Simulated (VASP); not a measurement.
# Ca4B3 (P4mm) in VASP: notebook, part 2 of 2

VASP 6.6.1. The steps go on from the part before.

## (3) Single point, PBE

This run uses another cell than the first one, of 22.70 Å³/atom.

INCAR reads:

```
SYSTEM = Ca4B3
PREC     = Accurate       ! precision mode
ENCUT    = 520            ! plane-wave cutoff, eV
EDIFF    = 1E-6           ! SCF threshold, eV
ISMEAR   = 0              ! smearing method
SIGMA    = 0.1            ! smearing width, eV
LREAL    = .FALSE.        ! projectors in reciprocal space
LASPH    = .TRUE.         ! aspherical terms in the spheres
NELM     = 80             ! most SCF steps
ALGO     = Normal         ! electronic algorithm
ISIF     = 2              ! what is computed and relaxed
LWAVE    = .FALSE.        ! write WAVECAR
LCHARG   = .FALSE.        ! write CHGCAR
GGA      = PE             ! functional
NBANDS   = 34             ! bands
```

KPOINTS reads:

```
regular mesh
0
G
  4 4 2
  0 0 0
```

POSCAR reads:

```
Ca4B3
1.0
    4.3421840708      0.0000000000      0.0000000000
    0.0000000000      4.3421840708      0.0000000000
    0.0000000000      0.0000000000      8.4262205588
Ca B
4 3
Direct
    0.5000000000      0.5000000000      0.3498913575
    0.0000000000      0.0000000000      1.0743699755
    0.5000000000      0.0000000000      0.7427251112
    0.0000000000      0.5000000000      0.7427251112
    0.5000000000      0.5000000000      0.9532954812
    0.0000000000      0.0000000000      0.5680605141
    0.0000000000      0.0000000000      0.3861408793
```

Potentials or basis: VASP PAW PBE potentials, release 64 (Ca_sv, B).

On the command line:

```console
cat potpaw_PBE.64/Ca_sv/POTCAR potpaw_PBE.64/B/POTCAR > POTCAR
mpirun -np 1 vasp_std > vasp.out
```

OUTCAR:

```text
SYSTEM = Ca4B3
   PREC = Accurate
   ENCUT = 520
   EDIFF = 1E-6
   ISMEAR = 0
   LREAL = .FALSE.
   LASPH = .TRUE.
   NELM = 80
   ISIF = 2
   GGA = PE

 ion  position               nearest neighbor table
   1  0.500  0.500  0.350-
   2  0.000  0.000  0.074-   7 2.63
   3  0.500  0.000  0.743-   6 2.62   6 2.62   4 3.07   4 3.07   4 3.07   4 3.07
   4  0.000  0.500  0.743-   6 2.62   6 2.62   3 3.07   3 3.07   3 3.07   3 3.07
   5  0.500  0.500  0.953-
   6  0.000  0.000  0.568-   7 1.53   4 2.62   3 2.62   4 2.62   3 2.62
   7  0.000  0.000  0.386-   6 1.53   2 2.63

  LATTYP: Found a simple tetragonal cell.
 ALAT       =     4.3421840708
 C/A-ratio  =     1.9405489084

  Lattice vectors:

 A1 = (   4.3421840708,   0.0000000000,   0.0000000000)
 A2 = (   0.0000000000,   4.3421840708,   0.0000000000)
 A3 = (   0.0000000000,   0.0000000000,   8.4262205588)

Analysis of symmetry for initial positions (statically):
[... 168 lines left out ...]
  energy without entropy =      -25.01365822  energy(sigma->0) =      -25.01374577

 E-fermi :   2.6150     XC(G=0):  -8.8693

 val. band max:        2.4377178140   @ k =   0.5000   0.5000   0.0000
 cond. band min:       2.8111714668   @ k =   0.5000   0.0000   0.5000
 fundamental gap:      0.3734536528
 Fermi energy:         2.6149605293

 k-point     1 :       0.0000    0.0000    0.0000
  band No.  band energies     occupation
      1     -39.0457      2.00000
      2     -38.3542      2.00000
      3     -37.9772      2.00000
      4     -37.7990      2.00000
      5     -20.0782      2.00000
      6     -19.9849      2.00000
[... 433 lines left out ...]
     33       6.3337      0.00000
     34       6.6164      0.00000

------------------------ aborting loop because EDIFF is reached ----------------------------------------

  FORCE on cell =-STRESS in cart. coord.  units (eV):
  Direction    XX          YY          ZZ          XY          YZ          ZX
  --------------------------------------------------------------------------------------
  -------------------------------------------------------------------------------------
  Total        0.2452452      0.2452452      0.1646547      0.0000000      0.0000000     -0.0000000
  in kB        2.4732144      2.4732144      1.6604867      0.0000000      0.0000000     -0.0000000
  external PRESSURE =       2.2023051 kB  Pullay stress =       0.0000000 kB

 VOLUME and BASIS-vectors are now :
 -----------------------------------------------------------------------------
  energy-cutoff  :      520.00
  volume of cell :      158.87
      direct lattice vectors                 reciprocal lattice vectors
     4.342184071  0.000000000  0.000000000     0.230298850  0.000000000  0.000000000
     0.000000000  4.342184071  0.000000000     0.000000000  0.230298850  0.000000000
     0.000000000  0.000000000  8.426220559     0.000000000  0.000000000  0.118677169

 POSITION                                       TOTAL-FORCE (eV/Angst)
 -----------------------------------------------------------------------------------
      2.17109      2.17109      2.94826         0.000000      0.000000     -0.003036
      0.00000      0.00000      0.62666         0.000000      0.000000     -0.005369
      2.17109      0.00000      6.25837        -0.000000      0.000000      0.005602
      0.00000      2.17109      6.25837         0.000000      0.000000      0.005602
      2.17109      2.17109      8.03268         0.000000      0.000000      0.008098
      0.00000      0.00000      4.78660         0.000000     -0.000000     -0.003054
      0.00000      0.00000      3.25371         0.000000      0.000000     -0.007841
 -----------------------------------------------------------------------------------
    total drift:                                0.000000      0.000000     -0.000136

  FREE ENERGIE OF THE ION-ELECTRON SYSTEM (eV)
  ---------------------------------------------------
  free  energy   TOTEN  =       -25.0138333115 eV

  energy  without entropy=      -25.0136582201  energy(sigma->0) =      -25.01374577
```

OSZICAR:

```text
N       E                     dE             d eps       ncg     rms          rms(c)
DAV:   1     0.443847793421E+03    0.44385E+03   -0.22597E+04   816   0.132E+03
DAV:   2     0.296011997323E+01   -0.44089E+03   -0.42931E+03   856   0.398E+02
DAV:   3    -0.271858825642E+02   -0.30146E+02   -0.29355E+02  1342   0.813E+01
DAV:   4    -0.292867247489E+02   -0.21008E+01   -0.20896E+01  1224   0.195E+01
DAV:   5    -0.294231444626E+02   -0.13642E+00   -0.13638E+00  1256   0.421E+00    0.103E+01
DAV:   6    -0.251314487862E+02    0.42917E+01   -0.12725E+01   958   0.906E+00    0.456E+00
DAV:   7    -0.250209108760E+02    0.11054E+00   -0.25959E+00  1176   0.535E+00    0.172E+00
DAV:   8    -0.250185469264E+02    0.23639E-02   -0.44553E-01  1096   0.262E+00    0.795E-01
DAV:   9    -0.250122383512E+02    0.63086E-02   -0.44180E-02  1104   0.797E-01    0.310E-01
DAV:  10    -0.250137870473E+02   -0.15487E-02   -0.12882E-02  1192   0.433E-01    0.146E-01
DAV:  11    -0.250137501628E+02    0.36884E-04   -0.33118E-03  1160   0.181E-01    0.523E-02
DAV:  12    -0.250138317886E+02   -0.81626E-04   -0.44075E-04  1000   0.884E-02    0.225E-02
DAV:  13    -0.250138327798E+02   -0.99124E-06   -0.66922E-05  1096   0.338E-02    0.998E-03
DAV:  14    -0.250138333115E+02   -0.53161E-06   -0.82259E-06   968   0.139E-02
   1 F= -.25013833E+02 E0= -.25013746E+02  d E =-.175091E-03
```

stdout:

```text
POSCAR found type information on POSCAR CaB
 POSCAR found :  2 types and       7 ions
 scaLAPACK will be used
 LDA part: xc-table for (Slater+PW92), standard interpolation
 POSCAR, INCAR and KPOINTS ok, starting setup
 FFT: planning ... GRIDC
 FFT: planning ... GRID_SOFT
 FFT: planning ... GRID
 WAVECAR not read
 entering main loop
```

Wall time 29 s (1 thread of Intel Xeon 6975P-C (Granite Rapids), shared host); peak memory 0.25 GiB.

What came out:

```
Free energy            : -25.0138 eV
Pressure               : 0.2 GPa
Largest force          : 0.008 eV/Å
Band gap on the k mesh : zero (an odd number of electrons rules out a gap without spin polarisation)
```

Forces on the atoms (eV/Å):
```
Ca   0.000  0.000 -0.003
Ca   0.000  0.000 -0.005
Ca   0.000  0.000  0.006
Ca   0.000  0.000  0.006
B    0.000  0.000  0.008
B    0.000  0.000 -0.003
B    0.000  0.000 -0.008
```

Caveat: the k points lie up to 0.37 Å⁻¹ apart, too coarse for converged energies and pressures of a metal.

## (4) Single point, PBE

This run uses another cell than the first one, of 22.88 Å³/atom.

INCAR reads:

```
PREC = Accurate
ENCUT = 520
EDIFF = 1E-6
ISMEAR = 0
SIGMA = 0.2
LREAL = F
LASPH = T
NELM = 100
ALGO = Fast
ISIF = 2
LWAVE = F
LCHARG = F
GGA = PE
NBANDS = 34
```

KPOINTS reads:

```
regular mesh
0
Gamma
  6 6 4
```

POSCAR reads:

```
Ca4B3
1.0
    4.4016939610      0.0000000000      0.0000000000
    0.0000000000      4.4016939610      0.0000000000
    0.0000000000      0.0000000000      8.2656307603
Ca B
4 3
Direct
    0.5000000000      0.5000000000      0.3390616233
    1.0000000000      0.0000000000      0.0728279232
    0.5000000000      0.0000000000      0.7429869415
    0.0000000000      0.5000000000      0.7429869415
    0.5000000000      0.5000000000      0.9567000001
    1.0000000000      0.0000000000      0.5740461991
    0.0000000000      0.0000000000      0.3885988012
```

On the command line:

```console
cat potpaw_PBE.64/Ca_sv/POTCAR potpaw_PBE.64/B/POTCAR > POTCAR
mpirun -np 1 vasp_std > vasp.out
```

Run time: 2.4 min. Hardware: 1 thread of Intel Xeon 6975P-C (Granite Rapids), shared host; peak memory 0.34 GiB.

The run converged. Its results:

```
Free energy            : -24.9561 eV
Pressure               : 0.1 GPa
Largest force          : 0.047 eV/Å
Band gap on the k mesh : zero (an odd number of electrons rules out a gap without spin polarisation)
```

Forces in eV/Å, atoms in the order of the input:
```
Ca   0.000  0.000 -0.001
Ca   0.000  0.000 -0.039
Ca   0.000  0.000  0.047
Ca   0.000  0.000  0.047
B    0.000  0.000 -0.026
B    0.000  0.000 -0.007
B    0.000  0.000 -0.022
```

Stress tensor (GPa, compression positive):
```
 0.16  0.00  0.00
 0.00  0.16  0.00
 0.00  0.00 -0.02
```

Levels at points of the mesh, in eV from the Fermi level:
```tsv
k point	band 23	band 24	band 25	band 26	band 27	band 28
(0.00, 0.00, 0.00)	-0.84	0.43	0.43	0.62	1.23	1.72
(0.50, 0.00, 0.00)	-0.79	-0.46	0.27	0.99	1.60	1.72
(0.50, 0.50, 0.00)	-0.70	-0.70	-0.07	0.54	0.67	0.67
(0.00, 0.00, 0.50)	-0.80	0.40	0.40	1.41	1.42	1.73
(0.50, 0.00, 0.50)	-0.80	-0.33	0.29	0.36	1.61	1.90
(0.50, 0.50, 0.50)	-0.90	-0.42	-0.19	0.59	0.77	1.32
```

## (5) Relaxation of cell and atoms, PBE

INCAR reads:

```
SYSTEM = Ca4B3
ALGO = Normal ; EDIFF = 1E-7
EDIFFG = -0.04 ; ENCUT = 600
GGA = PE ; IBRION = 2
ISIF = 3 ; ISMEAR = 0
LASPH = .TRUE. ; LCHARG = .FALSE.
LREAL = .FALSE. ; LWAVE = .FALSE.
NELM = 60 ; NSW = 90
PREC = Accurate ; SIGMA = 0.1
```

KPOINTS reads:

```
k-points
0
G
  4 4 2
  0 0 0
```

POSCAR reads:

```
Ca4B3
1.0
    3.9508056400      0.0000000000      0.0000000000
    0.0000000000      3.9508056400      0.0000000000
    0.0000000000      0.0000000000      8.2895384100
Ca B
4 3
Direct
    0.5000000000      0.5000000000      0.5188853900
    0.0000000000      0.0000000000      0.9873142100
    0.5000000000      0.0000000000      0.7153370000
    0.0000000000      0.5000000000      0.7153370000
    0.5000000000      0.5000000000      0.7951334700
    0.0000000000      0.0000000000      0.7252380800
    0.0000000000      0.0000000000      0.3599632800
```

On the command line:

```console
cat potpaw_PBE.64/Ca_sv/POTCAR potpaw_PBE.64/B/POTCAR > POTCAR
mpirun -np 1 vasp_std > vasp.out
```

Wall time 25 min (1 thread of Intel Xeon 6975P-C (Granite Rapids), shared host); peak memory 0.3 GiB.

It converged, with:

```
Free energy                           : -25.0081 eV
Relaxed volume                        : 22.91 Å³/atom
Relaxed cell                          : a = 4.398 Å, b = 4.398 Å, c = 8.291 Å, α = 90.00°, β = 90.00°, γ = 90.00°
Space group after relaxing (to 0.1 Å) : P4mm (No. 99)
Energy gained by relaxing             : 2553.0 meV/atom
Ionic steps                           : 78
Pressure after relaxing               : 0.0 GPa
Largest force after relaxing          : 0.035 eV/Å
Band gap on the k mesh                : zero (an odd number of electrons rules out a gap without spin polarisation)
```

Forces on the atoms (eV/Å):
```
Ca   0.000  0.000  0.010
Ca   0.000  0.000  0.029
Ca   0.000  0.000  0.012
Ca   0.000  0.000  0.012
B    0.000  0.000 -0.002
B    0.000  0.000 -0.035
B    0.000  0.000 -0.024
```

The path:
```
step  energy change (eV)  largest force (eV/Å)  pressure (GPa)  volume (Å³)
   1              0.0000                7.4978           39.65       129.39
   3            -11.1953                2.0168           -0.94       224.04
   5            -11.8383                1.6395           -1.54       221.80
   7            -13.3082                4.7921           -0.98       202.19
   9            -15.9078                2.3951            2.14       179.83
  11            -15.9376                2.5886            1.57       180.97
  13            -16.4673                3.0473            1.01       184.64
  15            -16.8338                1.3084           -1.64       189.39
  17            -16.8859                0.8138           -1.34       187.50
  19            -16.9498                0.6122           -0.49       182.51
  21            -17.0018                0.8663            0.14       176.27
  23            -17.0528                0.7857            0.71       173.33
  25            -17.0967                1.4747            4.08       160.49
  27            -17.1495                0.8569            2.68       164.80
  29            -17.3205                0.6936            2.82       162.14
  31            -17.4696                1.3524           -0.49       173.01
  33            -17.5134                0.3689           -0.53       175.34
  35            -17.5590                0.2488            0.10       172.44
  37            -17.5683                0.2597            0.57       170.46
  39            -17.5979                0.3971           -0.43       174.36
  41            -17.6044                0.4615           -0.21       174.04
  43            -17.6282                0.1821            0.23       170.50
  45            -17.6379                0.6300           -0.21       170.79
  47            -17.6563                0.5000           -0.34       170.69
  49            -17.6981                0.5079           -0.68       169.94
  51            -17.7421                0.5886           -0.44       165.59
  53            -17.7508                0.7996           -0.31       163.91
  55            -17.7760                0.3417            0.39       160.39
  57            -17.8098                0.3678            0.22       160.27
  59            -17.8406                0.4079           -0.08       159.93
  61            -17.8561                0.6019           -0.11       159.66
  63            -17.8609                0.4663            0.51       158.96
  65            -17.8666                0.1113            0.24       159.25
  67            -17.8678                0.1037            0.10       159.78
  69            -17.8686                0.0914           -0.13       160.73
  71            -17.8701                0.0644           -0.03       160.49
  73            -17.8703                0.0969            0.04       160.34
  75            -17.8706                0.0435            0.00       160.34
  77            -17.8709                0.0404           -0.01       160.35
  78            -17.8713                0.0354           -0.04       160.38
```

Final structure:
```xyz
7
Lattice="4.3982 0.0000 0.0000 0.0000 4.3982 0.0000 0.0000 0.0000 8.2910" Properties=species:S:1:pos:R:3 pbc="T T T"
Ca    2.1991    2.1991    2.8109
Ca    0.0000    0.0000    0.6037
Ca    2.1991    4.3982    6.1528
Ca    0.0000    2.1991    6.1528
B     2.1991    2.1991    7.9414
B     0.0000    0.0000    4.7594
B     0.0000    0.0000    3.2272
```

Levels at points of the mesh, in eV from the Fermi level:
| k point | band 22 | band 23 | band 24 | band 25 | band 26 | band 27 |
| --- | --- | --- | --- | --- | --- | --- |
| (0.00, 0.00, 0.00) | -0.91 | -0.91 | 0.35 | 0.35 | 0.53 | 1.15 |
| (0.50, 0.00, 0.00) | -0.89 | -0.87 | -0.55 | 0.20 | 0.91 | 1.50 |
| (0.50, 0.50, 0.00) | -0.83 | -0.79 | -0.79 | -0.17 | 0.47 | 0.59 |
| (0.00, 0.00, 0.50) | -0.88 | -0.88 | 0.32 | 0.32 | 1.31 | 1.34 |
| (0.50, 0.00, 0.50) | -0.99 | -0.88 | -0.41 | 0.21 | 0.27 | 1.52 |
| (0.50, 0.50, 0.50) | -0.99 | -0.99 | -0.50 | -0.27 | 0.49 | 0.67 |

Caveat: the k points lie up to 0.38 Å⁻¹ apart in the final cell, too coarse for converged energies and pressures of a metal; the volume moved by over 15 % at a fixed basis, so the end points are rough.

## (6) Summary

```tsv
task	cell	k mesh	cutoff (eV)	smearing	gap on the mesh (eV)	pressure (GPa)	largest force (eV/Å)
single point	a = 3.951, b = 3.951, c = 8.290 Å, 7 atoms, atomic positions A	4 × 4 × 2	520	gaussian 0.1 eV	none	39.6	7.50
single point	a = 4.342, b = 4.342, c = 8.426 Å, 7 atoms, atomic positions B	4 × 4 × 2	520	gaussian 0.1 eV	none	0.2	0.01
single point	a = 4.402, b = 4.402, c = 8.266 Å, 7 atoms, atomic positions C	6 × 6 × 4	520	gaussian 0.2 eV	none	0.1	0.05
relaxation of cell and atoms	relaxed from a = 3.951, b = 3.951, c = 8.290 Å, 7 atoms, atomic positions A	4 × 4 × 2	600	gaussian 0.1 eV	none	0.0	0.04
```

Alike in all rows: level PBE; potentials or basis VASP PAW PBE potentials, release 64 (Ca_sv, B); no spin polarisation.

Caveats: some runs use coarse meshes; forces of over 1 eV/Å act on the atoms, so gaps and moduli don't describe the material at rest (at least some runs); the volume moved by over 15 % at a fixed basis, so the end points are rough (at least some runs).

Absolute energies hang on the potentials; compare differences alone.
